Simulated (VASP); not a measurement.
# Hf4N5 in VASP: single point with PBEsol

Aim: the single point of Hf4N5 with PBEsol.

All numbers are computed with VASP 6.6.1; they aren't measurements. Logs are shortened: lines on timing, memory, paths and dates and some standing lists are left out, and cuts for length are marked.

## 1. The cell of the first run

The cell holds a slab with vacuum, 9 atoms: a = 3.183 Å, b = 3.183 Å, c = 25.752 Å, α = 90.00°, β = 90.00°, γ = 90.00°.

## 2. Single point, PBEsol

Input file INCAR:

```
SYSTEM = Hf4N5
PREC = Accurate ; ENCUT = 640
EDIFF = 1E-6 ; ISMEAR = 0
SIGMA = 0.1 ; LREAL = .FALSE.
LASPH = .TRUE. ; NELM = 300
ALGO = Normal ; ISIF = 2
LWAVE = .FALSE. ; LCHARG = .TRUE.
LDIPOL = .TRUE. ; IDIPOL = 3
DIPOL = 0.5 0.5 0.487 ; GGA = PS
LVHAR = .TRUE. ; LVACPOTAV = .TRUE.
NBANDS = 42 ; GGA_COMPAT = .FALSE.
NELMDL = -8 ; AMIX = 0.1
BMIX = 1E-4 ; AMIX_MAG = 0.4
BMIX_MAG = 1E-4 ; KPAR = 4
```

Input file KPOINTS:

```
regular mesh
0
G
  9 9 1
  0 0 0
```

Input file POSCAR:

```
Hf4N5
1.0
    3.1830776025      0.0000000000      0.0000000000
    0.0000000000      3.1830776025      0.0000000000
    0.0000000000      0.0000000000     25.7523272733
Hf N
4 5
Direct
    0.5000000000      0.5000000000      0.3300672560
    0.0000000000      0.0000000000      0.4174681241
    0.5000000000      0.5000000000      0.5117820816
    0.0000000000      0.0000000000      0.6179963137
    0.0000000000      0.0000000000      0.3300672560
    0.5000000000      0.5000000000      0.4174681241
    0.0000000000      0.0000000000      0.5045029754
    0.5000000000      0.5000000000      0.5896234741
    0.0000000000      0.5000000000      0.6662306716
```

Potentials or basis: VASP PAW PBE potentials, release 64 (Hf_pv, N).

Command:

```bash
cat potpaw_PBE.64/Hf_pv/POTCAR potpaw_PBE.64/N/POTCAR > POTCAR
mpirun -np 4 vasp_std > vasp.out
```

OUTCAR:

```text
SYSTEM = Hf4N5
   PREC = Accurate
   ENCUT = 640
   EDIFF = 1E-6
   ISMEAR = 0
   LREAL = .FALSE.
   LASPH = .TRUE.
   NELM = 300
   ISIF = 2
   GGA = PS
   NELMDL = -8
   AMIX = 0.1
   AMIX_MAG = 0.4

 ion  position               nearest neighbor table
   1  0.500  0.500  0.330-   5 2.25   5 2.25   5 2.25   5 2.25   6 2.25   2 3.18   2 3.18   2 3.18
                             2 3.18
   2  0.000  0.000  0.417-   7 2.24   6 2.25   6 2.25   6 2.25   6 2.25   5 2.25   1 3.18   1 3.18
                             1 3.18   1 3.18   3 3.31   3 3.31   3 3.31   3 3.31
   3  0.500  0.500  0.512-   8 2.00   7 2.26   7 2.26   7 2.26   7 2.26   6 2.43   2 3.31   2 3.31
                             2 3.31   2 3.31   4 3.54   4 3.54   4 3.54   4 3.54
   4  0.000  0.000  0.618-   9 2.02   9 2.02   8 2.37   8 2.37   8 2.37   8 2.37   3 3.54   3 3.54
                             3 3.54   3 3.54
   5  0.000  0.000  0.330-   1 2.25   1 2.25   1 2.25   1 2.25   2 2.25
   6  0.500  0.500  0.417-   2 2.25   2 2.25   2 2.25   2 2.25   1 2.25   3 2.43
   7  0.000  0.000  0.505-   2 2.24   3 2.26   3 2.26   3 2.26   3 2.26
   8  0.500  0.500  0.590-   3 2.00   4 2.37   4 2.37   4 2.37   4 2.37
   9  0.000  0.500  0.666-   4 2.02   4 2.02

  LATTYP: Found a simple tetragonal cell.
 ALAT       =     3.1830776025
 C/A-ratio  =     8.0903862517

  Lattice vectors:

 A1 = (   3.1830776025,   0.0000000000,   0.0000000000)
 A2 = (   0.0000000000,   3.1830776025,   0.0000000000)
 A3 = (   0.0000000000,   0.0000000000,  25.7523272733)

Analysis of symmetry for initial positions (statically):
=====================================================================
 Subroutine PRICEL returns:
 Original cell was already a primitive cell.

 Routine SETGRP: Setting up the symmetry group for a
 simple tetragonal supercell.

 Subroutine GETGRP returns: Found  4 space group operations
 (whereof  4 operations were pure point group operations)
 out of a pool of 16 trial point group operations.

The static configuration has the point symmetry C_2v.

Analysis of symmetry for dynamics (positions and initial velocities):
=====================================================================
 Subroutine PRICEL returns:
 Original cell was already a primitive cell.

 Routine SETGRP: Setting up the symmetry group for a
 simple tetragonal supercell.

 Subroutine GETGRP returns: Found  4 space group operations
 (whereof  4 operations were pure point group operations)
 out of a pool of 16 trial point group operations.

The dynamic configuration has the point symmetry C_2v.

 Subroutine INISYM returns: Found  4 space group operations
 (whereof  4 operations are pure point group operations),
 and found     1 'primitive' translations

----------------------------------------------------------------------------------------

                                     Primitive cell

  volume of cell :     260.9221

  direct lattice vectors                    reciprocal lattice vectors
     3.183077603  0.000000000  0.000000000     0.314161364  0.000000000  0.000000000
     0.000000000  3.183077603  0.000000000     0.000000000  0.314161364  0.000000000
     0.000000000  0.000000000 25.752327273     0.000000000  0.000000000  0.038831442

  length of vectors
     3.183077603  3.183077603 25.752327273     0.314161364  0.314161364  0.038831442

  position of ions in fractional coordinates (direct lattice)
     0.500000000  0.500000000  0.330067256
     0.000000000  0.000000000  0.417468124
     0.500000000  0.500000000  0.511782082
     0.000000000  0.000000000  0.617996314
     0.000000000  0.000000000  0.330067256
     0.500000000  0.500000000  0.417468124
     0.000000000  0.000000000  0.504502975
     0.500000000  0.500000000  0.589623474
     0.000000000  0.500000000  0.666230672

  ion indices of the primitive-cell ions
   primitive index   ion index
                 1           1
                 2           2
                 3           3
                 4           4
                 5           5
                 6           6
                 7           7
                 8           8
                 9           9

----------------------------------------------------------------------------------------

 KPOINTS: regular mesh

Automatic generation of k-mesh.
 Grid dimensions read from file:
 generate k-points for:    9    9    1

 Generating k-lattice:

  Cartesian coordinates                     Fractional coordinates (reciprocal lattice)
     0.034906818  0.000000000  0.000000000     0.111111111  0.000000000  0.000000000
     0.000000000  0.034906818  0.000000000     0.000000000  0.111111111  0.000000000
     0.000000000  0.000000000  0.038831442     0.000000000  0.000000000  1.000000000

  Length of vectors
     0.034906818  0.034906818  0.038831442

  Shift w.r.t. Gamma in fractional coordinates (k-lattice)
     0.000000000  0.000000000  0.000000000

 Subroutine IBZKPT returns following result:
 ===========================================

 Found     25 irreducible k-points:

 Following reciprocal coordinates:
            Coordinates               Weight
  0.000000  0.000000  0.000000      1.000000
  0.111111  0.000000  0.000000      2.000000
  0.000000  0.111111  0.000000      2.000000
  0.222222  0.000000  0.000000      2.000000
  0.000000  0.222222  0.000000      2.000000
  0.333333  0.000000  0.000000      2.000000
[... 16 lines left out ...]
  0.444444  0.333333  0.000000      4.000000
 -0.333333  0.444444  0.000000      4.000000
   k-points           NKPTS =     25   k-points in BZ     NKDIM =     25   number of bands    NBANDS=     42
   number of dos      NEDOS =    301   number of ions     NIONS =      9
   total plane-waves  NPLWV = 169344
   dimension x,y,z NGX =    28 NGY =   28 NGZ =  216
   dimension x,y,z NGXF=    56 NGYF=   56 NGZF=  432
   ions per type =               4   5
   NGX,Y,Z   is equivalent  to a cutoff of  14.62, 14.62, 13.94 a.u.
   NGXF,Y,Z  is equivalent  to a cutoff of  29.25, 29.25, 27.89 a.u.
 SYSTEM =  Hf4N5
   PREC   = accura    normal or accurate (medium, high low for compatibility)
   ISTART =      0    job   : 0-new  1-cont  2-samecut
   ICHARG =      2    charge: 1-file 2-atom 10-const
   ISPIN  =      1    spin polarized calculation?
   LNONCOLLINEAR =      F non collinear calculations
   LSORBIT =      F    spin-orbit coupling
   LASPH  =      T    aspherical Exc in radial PAW
   ENCUT  =  640.0 eV  47.04 Ry    6.86 a.u.   6.57  6.57 53.12*2*pi/ulx,y,z
   NELM   =    300;   NELMIN=  2; NELMDL= -8     # of ELM steps
   EDIFF  = 0.1E-05   stopping-criterion for ELM
   LREAL  =      F    real-space projection
   EDIFFG = 0.1E-04   stopping-criterion for IOM
   NSW    =      0    number of steps for IOM
   IBRION =     -1    ionic relax: 0-MD 1-quasi-New 2-CG
   NFREE  =      0    steps in history (QN), initial steepest desc. (CG)
   ISIF   =      2    stress and relaxation
   ISYM   =      2    0-nonsym 1-usesym 2-fastsym
   POTIM  = 0.5000    time-step for ionic-motion
   TEBEG  =    0.0;   TEEND  =   0.0 temperature during run
   PSTRESS=    0.0 pullay stress
   NELECT =      65.0000    total number of electrons
   NUPDOWN=      -1.0000    fix difference up-down
   EMIN   =  10.00;   EMAX   =-10.00  energy-range for DOS
   EFERMI =   0.00;   METHOD = LEGACY
   ISMEAR =     0;   SIGMA  =   0.10  broadening in eV -4-tet -1-fermi 0-gaus
   EFERMI_NEDOS =   21; number of points for ismear=-14 and -15
   IALGO  =     38    algorithm
   IMIX   =      4    mixing-type and parameters
     AMIX     =   0.10;   BMIX     =  0.00
     AMIX_MAG =   0.40;   BMIX_MAG =  0.00
  volume/ion in A,a.u.               =      28.99       195.64
  Fermi-wavevector in a.u.,A,eV,Ry     =   1.030091  1.946590 14.436974  1.061088
  Thomas-Fermi vector in A             =   2.164172
   LORBIT       =      0    0 simple, 1 ext, 2 COOP (PROOUT), +10 PAW based schemes
   GGA     = PS    functional components
   LHFCALC =     F    Hartree Fock is set to
   AEXX    =    0.0000 exact exchange contribution
   IVDW    =     0    specifies the selected vdW correction
   LEPSILON=     F    determine dielectric tensor
   LRPA    =     F    only Hartree local field effects (RPA)
 non-spin polarized calculation
 Gauss-broadening in eV      SIGMA  =   0.10
  energy-cutoff  :      640.00
  volume of cell :      260.92
 maximum number of plane-waves:      9667
 NGX is ok and might be reduce to    28
   NGX = 13   NGY = 13   NGZ =107

 dipolmoment           0.000000      0.000000     -0.867687 electrons x Angstroem

 number of electron      64.9999999 magnetization

 dipolmoment           0.000000      0.000000      0.308206 electrons x Angstroem

 Free energy of the ion-electron system (eV)
  ---------------------------------------------------
  ext. energy  EPLUGINS =         0.00000000
  ---------------------------------------------------
  free energy    TOTEN  =       -96.20068724 eV

  energy without entropy =      -96.17926080  energy(sigma->0) =      -96.18997402

 E-fermi :  -0.2593     XC(G=0):  -5.7294

 val. band max:       -0.2628027739   @ k =   0.0000   0.0000   0.0000
 cond. band min:      -0.2551187955   @ k =   0.0000   0.2222   0.0000
 fundamental gap:      0.0076839784
 Fermi energy:        -0.2592852418

 k-point     1 :       0.0000    0.0000    0.0000
  band No.  band energies     occupation
      1     -32.0855      2.00000
      2     -31.5771      2.00000
      3     -31.5504      2.00000
      4     -31.5490      2.00000
      5     -31.2732      2.00000
      6     -31.2683      2.00000
[... 34 lines left out ...]
     41       2.3357      0.00000
     42       2.5181      0.00000
[... 994 lines left out ...]
      2     -31.9797      2.00000
      3     -31.8560      2.00000
      4     -31.6474      2.00000
      5     -31.6170      2.00000
      6     -31.4816      2.00000
[... 34 lines left out ...]
     41       4.4500      0.00000
     42       4.6766      0.00000

 [... further k-points ...]

------------------------ aborting loop because EDIFF is reached ----------------------------------------

  FORCE on cell =-STRESS in cart. coord.  units (eV):
  Direction    XX          YY          ZZ          XY          YZ          ZX
  --------------------------------------------------------------------------------------
  -------------------------------------------------------------------------------------
  Total       -5.7397012    -11.1211166     -2.3254226      0.0000000      0.0000000      0.0000000
  in kB      -35.2443033    -68.2885736    -14.2791232      0.0000000      0.0000000      0.0000000
  external PRESSURE =     -39.2706667 kB  Pullay stress =       0.0000000 kB

 VOLUME and BASIS-vectors are now :
 -----------------------------------------------------------------------------
  energy-cutoff  :      640.00
  volume of cell :      260.92
      direct lattice vectors                 reciprocal lattice vectors
     3.183077603  0.000000000  0.000000000     0.314161364  0.000000000  0.000000000
     0.000000000  3.183077603  0.000000000     0.000000000  0.314161364  0.000000000
     0.000000000  0.000000000 25.752327273     0.000000000  0.000000000  0.038831442

 POSITION                                       TOTAL-FORCE (eV/Angst)
 -----------------------------------------------------------------------------------
      1.59154      1.59154      8.50000         0.000000      0.000000      1.742606
      0.00000      0.00000     10.75078         0.000000      0.000000     -0.280995
      1.59154      1.59154     13.17958         0.000000      0.000000     -0.040433
      0.00000      0.00000     15.91484         0.000000      0.000000     -0.030458
      0.00000      0.00000      8.50000         0.000000      0.000000     -1.030463
      1.59154      1.59154     10.75078         0.000000      0.000000     -0.319053
      0.00000      0.00000     12.99213         0.000000      0.000000     -0.020695
      1.59154      1.59154     15.18418         0.000000      0.000000      0.026311
      0.00000      1.59154     17.15699         0.000000      0.000000     -0.046819
 -----------------------------------------------------------------------------------
    total drift:                               -0.000000      0.000000      0.006977

  FREE ENERGIE OF THE ION-ELECTRON SYSTEM (eV)
  ---------------------------------------------------
  free  energy   TOTEN  =       -96.2006872386 eV

  energy  without entropy=      -96.1792608027  energy(sigma->0) =      -96.18997402

 vacuum level on the upper side and lower side of the slab         7.516         1.984
```

It took 7.6 min on 4 MPI ranks of Intel Xeon 6975P-C (Granite Rapids), shared host; peak memory 0.6 GiB.

What came out:

```
Free energy            : -96.2007 eV
Largest force          : 1.743 eV/Å
Band gap on the k mesh : zero (an odd number of electrons rules out a gap without spin polarisation)
```

Forces in eV/Å, atoms in the order of the input:
```
Hf   0.000  0.000  1.743
Hf   0.000  0.000 -0.281
Hf   0.000  0.000 -0.040
Hf   0.000  0.000 -0.030
N    0.000  0.000 -1.030
N    0.000  0.000 -0.319
N    0.000  0.000 -0.021
N    0.000  0.000  0.026
N    0.000  0.000 -0.047
```

Caveat: the PAW data sets were made with another functional, which shifts forces and pressure a little; spin-orbit coupling is left out, which moves the levels of the heavy elements; an odd number of electrons without spin polarisation forces a metal; a magnetic or distorted state may lie lower.
